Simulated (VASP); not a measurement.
# Na (P2_1/m) in VASP: further runs

Na is run at these levels: PBE; tasks: single point.

Program: VASP 6.6.1. These are calculated values, not measurements. Logs are shortened: lines on timing, memory, paths and dates and some standing lists are left out, and cuts for length are marked.

### Step 1. The cell of the first run

The structure is monoclinic, space group P2_1/m (No. 11). The conventional cell has a = 3.795 Å, b = 6.103 Å, c = 3.795 Å, α = 90.00°, β = 120.00°, γ = 90.00°. Within 4.7 Å of Na (site symmetry m) lie 12 Na at 3.54 to 4.02 Å.

### Step 2. Single point, PBE

File INCAR:

```
SYSTEM = Na
ALGO     = Normal         ! electronic algorithm
EDIFF    = 1E-6           ! SCF threshold, eV
ENCUT    = 520            ! plane-wave cutoff, eV
GGA      = PE             ! functional
ISIF     = 2              ! what is computed and relaxed
ISMEAR   = 0              ! smearing method
LASPH    = .True.         ! aspherical terms in the spheres
LCHARG   = .True.         ! write CHGCAR
LELF     = .True.         ! ELF
LREAL    = .False.        ! projectors in reciprocal space
LVHAR    = .True.       
LWAVE    = .False.        ! write WAVECAR
NBANDS   = 14             ! bands
NELM     = 100            ! most SCF steps
PREC     = Accurate       ! precision mode
SIGMA    = 0.15           ! smearing width, eV
```

File KPOINTS:

```
k-points
0
Gamma
  15 15 8
  0 0 0
```

File POSCAR:

```
Na
1.0
    3.7948041230      0.0000000000      0.0000000000
   -1.8974020615      3.2863967729      0.0000000000
    0.0000000000      0.0000000000      6.1030356778
Na
2
Direct
    0.2710368663      0.6666666667      0.2500000000
    0.7289631337      0.3333333333      0.7500000000
```

Potentials or basis: VASP PAW PBE potentials, release 64 (Na_pv).

Command:

```
> cat potpaw_PBE.64/Na_pv/POTCAR > POTCAR
> mpirun -np 1 vasp_std > vasp.out
```

OUTCAR:

```text
SYSTEM = Na
   EDIFF = 1E-6
   ENCUT = 520
   GGA = PE
   ISIF = 2
   ISMEAR = 0
   LASPH = .True.
   LREAL = .False.
   NELM = 100
   PREC = Accurate

 ion  position               nearest neighbor table
   1  0.271  0.667  0.250-
   2  0.729  0.333  0.750-

  LATTYP: Found a hexagonal cell.
 ALAT       =     3.7948041230
 C/A-ratio  =     1.6082610538

  Lattice vectors:

 A1 = (   3.7948041230,   0.0000000000,   0.0000000000)
 A2 = (  -1.8974020615,   3.2863967729,   0.0000000000)
 A3 = (   0.0000000000,   0.0000000000,   6.1030356778)

Analysis of symmetry for initial positions (statically):
=====================================================================
 Subroutine PRICEL returns:
 Original cell was already a primitive cell.

 Routine SETGRP: Setting up the symmetry group for a
 hexagonal supercell.

 Subroutine GETGRP returns: Found  4 space group operations
 (whereof  2 operations were pure point group operations)
 out of a pool of 24 trial point group operations.

The static configuration has the point symmetry S_2 .
 The point group associated with its full space group is C_2h.

Analysis of symmetry for dynamics (positions and initial velocities):
=====================================================================
 Subroutine PRICEL returns:
 Original cell was already a primitive cell.

 Routine SETGRP: Setting up the symmetry group for a
 hexagonal supercell.

 Subroutine GETGRP returns: Found  4 space group operations
 (whereof  2 operations were pure point group operations)
 out of a pool of 24 trial point group operations.

The dynamic configuration has the point symmetry S_2 .
 The point group associated with its full space group is C_2h.

 Subroutine INISYM returns: Found  4 space group operations
 (whereof  2 operations are pure point group operations),
 and found     1 'primitive' translations

----------------------------------------------------------------------------------------

                                     Primitive cell

  volume of cell :      76.1124

  direct lattice vectors                    reciprocal lattice vectors
     3.794804123  0.000000000  0.000000000     0.263518213  0.152142311  0.000000000
    -1.897402062  3.286396773  0.000000000     0.000000000  0.304284622  0.000000000
     0.000000000  0.000000000  6.103035678     0.000000000  0.000000000  0.163852884

  length of vectors
     3.794804123  3.794804123  6.103035678     0.304284622  0.304284622  0.163852884

  position of ions in fractional coordinates (direct lattice)
     0.271036866  0.666666667  0.250000000
     0.728963134  0.333333333  0.750000000

  ion indices of the primitive-cell ions
   primitive index   ion index
                 1           1
                 2           2

----------------------------------------------------------------------------------------

 KPOINTS: k-points

Automatic generation of k-mesh.
 Grid dimensions read from file:
 generate k-points for:   15   15    8

 Generating k-lattice:

  Cartesian coordinates                     Fractional coordinates (reciprocal lattice)
     0.017567881  0.010142821  0.000000000     0.066666667 -0.000000000  0.000000000
     0.000000000  0.020285641  0.000000000     0.000000000  0.066666667  0.000000000
     0.000000000  0.000000000  0.020481611     0.000000000  0.000000000  0.125000000

  Length of vectors
     0.020285641  0.020285641  0.020481611

  Shift w.r.t. Gamma in fractional coordinates (k-lattice)
     0.000000000  0.000000000  0.000000000

 Subroutine IBZKPT returns following result:
 ===========================================

 Found    565 irreducible k-points:

 Following reciprocal coordinates:
            Coordinates               Weight
  0.000000  0.000000  0.000000      1.000000
  0.066667  0.000000  0.000000      2.000000
  0.000000  0.066667  0.000000      2.000000
 -0.066667  0.066667  0.000000      2.000000
  0.133333  0.000000  0.000000      2.000000
  0.000000  0.133333  0.000000      2.000000
[... 16 lines left out ...]
  0.066667  0.066667  0.000000      2.000000
 -0.066667  0.133333  0.000000      2.000000
 [... further k-points ...]
   k-points           NKPTS =    565   k-points in BZ     NKDIM =    565   number of bands    NBANDS=     14
   number of dos      NEDOS =    301   number of ions     NIONS =      2
   total plane-waves  NPLWV =  37632
   dimension x,y,z NGX =    28 NGY =   28 NGZ =   48
   dimension x,y,z NGXF=    56 NGYF=   56 NGZF=   96
   ions per type =               2
   NGX,Y,Z   is equivalent  to a cutoff of  12.27, 12.27, 13.08 a.u.
   NGXF,Y,Z  is equivalent  to a cutoff of  24.53, 24.53, 26.15 a.u.
 SYSTEM =  Na
   PREC   = accura    normal or accurate (medium, high low for compatibility)
   ISTART =      0    job   : 0-new  1-cont  2-samecut
   ICHARG =      2    charge: 1-file 2-atom 10-const
   ISPIN  =      1    spin polarized calculation?
   LNONCOLLINEAR =      F non collinear calculations
   LSORBIT =      F    spin-orbit coupling
   LASPH  =      T    aspherical Exc in radial PAW
   ENCUT  =  520.0 eV  38.22 Ry    6.18 a.u.   7.06  7.06 11.35*2*pi/ulx,y,z
   NELM   =    100;   NELMIN=  2; NELMDL= -5     # of ELM steps
   EDIFF  = 0.1E-05   stopping-criterion for ELM
   LREAL  =      F    real-space projection
   EDIFFG = 0.1E-04   stopping-criterion for IOM
   NSW    =      0    number of steps for IOM
   IBRION =     -1    ionic relax: 0-MD 1-quasi-New 2-CG
   NFREE  =      0    steps in history (QN), initial steepest desc. (CG)
   ISIF   =      2    stress and relaxation
   ISYM   =      2    0-nonsym 1-usesym 2-fastsym
   POTIM  = 0.5000    time-step for ionic-motion
   TEBEG  =    0.0;   TEEND  =   0.0 temperature during run
   PSTRESS=    0.0 pullay stress
   NELECT =      14.0000    total number of electrons
   NUPDOWN=      -1.0000    fix difference up-down
   EMIN   =  10.00;   EMAX   =-10.00  energy-range for DOS
   EFERMI =   0.00;   METHOD = LEGACY
   ISMEAR =     0;   SIGMA  =   0.15  broadening in eV -4-tet -1-fermi 0-gaus
   EFERMI_NEDOS =   21; number of points for ismear=-14 and -15
   IALGO  =     38    algorithm
   IMIX   =      4    mixing-type and parameters
     AMIX     =   0.40;   BMIX     =  1.00
     AMIX_MAG =   1.60;   BMIX_MAG =  1.00
  volume/ion in A,a.u.               =      38.06       256.82
  Fermi-wavevector in a.u.,A,eV,Ry     =   0.931034  1.759400 11.793872  0.866825
  Thomas-Fermi vector in A             =   2.057485
   LORBIT       =      0    0 simple, 1 ext, 2 COOP (PROOUT), +10 PAW based schemes
   GGA     = PE    functional components
   LHFCALC =     F    Hartree Fock is set to
   AEXX    =    0.0000 exact exchange contribution
   IVDW    =     0    specifies the selected vdW correction
   LEPSILON=     F    determine dielectric tensor
   LRPA    =     F    only Hartree local field effects (RPA)
 non-spin polarized calculation
 Gauss-broadening in eV      SIGMA  =   0.15
  energy-cutoff  :      520.00
  volume of cell :       76.11
 maximum number of plane-waves:      2070
   NGX = 15   NGY = 15   NGZ = 23

 number of electron      13.9999994 magnetization

 Free energy of the ion-electron system (eV)
  ---------------------------------------------------
  ext. energy  EPLUGINS =         0.00000000
  ---------------------------------------------------
  free energy    TOTEN  =        -2.61196222 eV

  energy without entropy =       -2.59972468  energy(sigma->0) =       -2.60584345

 E-fermi :   0.2655     XC(G=0):  -6.4333

 val. band max:        0.2649890623   @ k =  -0.2667  -0.4667   0.2500
 cond. band min:       0.2657440788   @ k =   0.4000   0.0667   0.3750
 fundamental gap:      0.0007550164
 Fermi energy:         0.2654530151

 k-point     1 :       0.0000    0.0000    0.0000
  band No.  band energies     occupation
      1     -24.7106      2.00000
      2     -24.6814      2.00000
      3     -24.6733      2.00000
      4     -24.6730      2.00000
      5     -24.6724      2.00000
      6     -24.6722      2.00000
      7      -2.9692      2.00000
      8       0.8739      0.00000
      9       1.2822      0.00000
     10       9.9207      0.00000
     11      10.0579      0.00000
     12      10.1275      0.00000
     13      10.3495      0.00000
     14      10.6956      0.00000

 k-point     2 :       0.0667    0.0000    0.0000
  band No.  band energies     occupation
      1     -24.7100      2.00000
      2     -24.6823      2.00000
      3     -24.6743      2.00000
      4     -24.6733      2.00000
      5     -24.6732      2.00000
      6     -24.6720      2.00000
      7      -2.9052      2.00000
      8       0.9307      0.00000
      9       1.3443      0.00000
     10       8.7384      0.00000
     11       9.3811      0.00000
     12       9.7904      0.00000
     13      10.9351      0.00000
     14      11.4432      0.00000

 k-point     3 :       0.0000    0.0667    0.0000
  band No.  band energies     occupation
      1     -24.7101      2.00000
      2     -24.6821      2.00000
      3     -24.6743      2.00000
      4     -24.6732      2.00000
      5     -24.6729      2.00000
      6     -24.6725      2.00000
      7      -2.9052      2.00000
      8       0.9308      0.00000
      9       1.3446      0.00000
     10       8.7072      0.00000
     11       9.4010      0.00000
     12       9.7800      0.00000
     13      10.9861      0.00000
     14      11.4123      0.00000

 k-point     4 :      -0.0667    0.0667    0.0000
  band No.  band energies     occupation
      1     -24.7102      2.00000
      2     -24.6817      2.00000
      3     -24.6739      2.00000
      4     -24.6734      2.00000
      5     -24.6731      2.00000
      6     -24.6727      2.00000
      7      -2.9052      2.00000
      8       0.9309      0.00000
      9       1.3449      0.00000
     10       8.6656      0.00000
     11       9.3810      0.00000
     12       9.8375      0.00000
     13      11.0112      0.00000
     14      11.3762      0.00000

 k-point     5 :       0.1333    0.0000    0.0000
  band No.  band energies     occupation
      1     -24.7085      2.00000
      2     -24.6847      2.00000
      3     -24.6773      2.00000
      4     -24.6746      2.00000
      5     -24.6740      2.00000
      6     -24.6721      2.00000
      7      -2.7137      2.00000
      8       1.1013      0.00000
      9       1.5290      0.00000
     10       7.2448      0.00000
     11       8.7498      0.00000
[... 276 lines left out ...]
 k-point    22 :      -0.4667    0.4667    0.0000
  band No.  band energies     occupation
      1     -24.7027      2.00000
      2     -24.6982      2.00000
      3     -24.6923      2.00000
      4     -24.6867      2.00000
      5     -24.6781      2.00000
      6     -24.6748      2.00000
      7       0.0779      1.92302
      8       0.9944      0.00000
      9       3.6856      0.00000
     10       4.1985      0.00000
     11       4.5537      0.00000
     12       5.1043      0.00000
     13       7.1792      0.00000
     14       8.2890      0.00000

 k-point    23 :       0.0667    0.0667    0.0000
  band No.  band energies     occupation
      1     -24.7089      2.00000
      2     -24.6839      2.00000
      3     -24.6768      2.00000
      4     -24.6738      2.00000
      5     -24.6733      2.00000
      6     -24.6725      2.00000
      7      -2.7775      2.00000
      8       1.0444      0.00000
      9       1.4677      0.00000
     10       7.8169      0.00000
     11       8.3087      0.00000
     12      10.2162      0.00000
     13      10.5951      0.00000
     14      11.1240      0.00000

 k-point    24 :      -0.0667    0.1333    0.0000
  band No.  band energies     occupation
      1     -24.7095      2.00000
      2     -24.6824      2.00000
      3     -24.6754      2.00000
      4     -24.6752      2.00000
      5     -24.6733      2.00000
      6     -24.6732      2.00000
      7      -2.7775      2.00000
      8       1.0448      0.00000
      9       1.4696      0.00000
     10       7.8955      0.00000
     11       8.0659      0.00000
     12      10.3570      0.00000
     13      10.7510      0.00000
     14      11.4048      0.00000

 [... further k-points ...]
[... 5 lines left out ...]
  --------------------------------------------------------------------------------------
  -------------------------------------------------------------------------------------
  Total       -0.1478111     -0.1082399      0.0246842      0.1554557      0.0000000      0.0000000
  in kB       -3.1114463     -2.2784665      0.5196055      3.2723671      0.0000000      0.0000000
  external PRESSURE =      -1.6234358 kB  Pullay stress =       0.0000000 kB

 VOLUME and BASIS-vectors are now :
 -----------------------------------------------------------------------------
  energy-cutoff  :      520.00
  volume of cell :       76.11
      direct lattice vectors                 reciprocal lattice vectors
     3.794804123  0.000000000  0.000000000     0.263518213  0.152142311  0.000000000
    -1.897402062  3.286396773  0.000000000     0.000000000  0.304284622  0.000000000
     0.000000000  0.000000000  6.103035678     0.000000000  0.000000000  0.163852884

 POSITION                                       TOTAL-FORCE (eV/Angst)
 -----------------------------------------------------------------------------------
     -0.23640      2.19093      1.52576         0.056480      0.024878      0.000000
      2.13380      1.09547      4.57728        -0.056480     -0.024878      0.000000
 -----------------------------------------------------------------------------------
    total drift:                               -0.000000      0.000000      0.000000

  FREE ENERGIE OF THE ION-ELECTRON SYSTEM (eV)
  ---------------------------------------------------
  free  energy   TOTEN  =        -2.6119622167 eV

  energy  without entropy=       -2.5997246764  energy(sigma->0) =       -2.60584345
```

Run time: 1.8 min. Hardware: 1 thread of Intel Xeon 6975P-C (Granite Rapids), shared host; peak memory 0.51 GiB.

What came out:

| Quantity | Value |
| --- | --- |
| Free energy | -2.6120 eV |
| Pressure | -0.2 GPa |
| Largest force | 0.062 eV/Å |
| Band gap on the k mesh | zero (band 7 reaches 2.28 eV, above the bottom of band 8 at -1.94 eV) |

Forces on the atoms (eV/Å):
```
Na   0.056  0.025  0.000
Na  -0.056 -0.025  0.000
```

Levels at points of the mesh, in eV from the Fermi level:
| k point | band 3 | band 4 | band 5 | band 6 | band 7 | band 8 | band 9 | band 10 | band 11 | band 12 |
| --- | --- | --- | --- | --- | --- | --- | --- | --- | --- | --- |
| (0.00, 0.00, 0.00) | -24.94 | -24.94 | -24.94 | -24.94 | -3.23 | 0.61 | 1.02 | 9.66 | 9.79 | 9.86 |
| (0.00, 0.00, 0.50) | -24.94 | -24.94 | -24.94 | -24.94 | -2.20 | -2.20 | 5.59 | 5.59 | 10.27 | 10.27 |

### Step 3. Single point, PBE

This run uses another cell than the first one, of 35.11 Å³/atom, 0.923 times its volume.

File INCAR:

```
SYSTEM = Na
ALGO = Normal ; EDIFF = 1E-6
ENCUT = 520 ; GGA = PE
ISIF = 2 ; ISMEAR = 0
LASPH = .True. ; LCHARG = .False.
LREAL = .False. ; LWAVE = .False.
NBANDS = 14 ; NELM = 100
PREC = Accurate ; SIGMA = 0.15
```

KPOINTS is that of step 2.

File POSCAR:

```
Na
1.0
    3.6450042957      0.0000000000      0.0000000000
   -1.8225021479      3.1566663170      0.0000000000
    0.0000000000      0.0000000000      6.1030356778
Na
2
Direct
    0.2087136969      0.6666666667      0.2500000000
    0.7912863031      0.3333333333      0.7500000000
```

Potentials or basis: VASP PAW PBE potentials, release 64 (Na_pv).

Command:

```
> cat potpaw_PBE.64/Na_pv/POTCAR > POTCAR
> mpirun -np 1 vasp_std > vasp.out
```

Run time: 1.7 min. Hardware: 1 thread of Intel Xeon 6975P-C (Granite Rapids), shared host; peak memory 0.49 GiB.

The run converged. Its results:

| Property | Result |
| --- | --- |
| Free energy | -2.5786 eV |
| Pressure | 0.5 GPa |
| Largest force | 0.103 eV/Å |
| Band gap on the k mesh | zero (band 7 reaches 2.71 eV, above the bottom of band 8 at -1.87 eV) |

Forces in eV/Å, atoms in the order of the input:
```
Na   0.073  0.073  0.000
Na  -0.073 -0.073  0.000
```

Stress tensor (GPa, compression positive):
```
0.23 0.47 0.00
0.47 0.54 0.00
0.00 0.00 0.84
```

Levels at points of the mesh, in eV from the Fermi level:
| k point | band 5 | band 6 | band 7 | band 8 | band 9 | band 10 |
| --- | --- | --- | --- | --- | --- | --- |
| (0.00, 0.00, 0.00) | -24.91 | -24.91 | -3.41 | 0.42 | 0.86 | 10.18 |
| (0.00, 0.00, 0.50) | -24.91 | -24.91 | -2.38 | -2.38 | 5.40 | 5.40 |
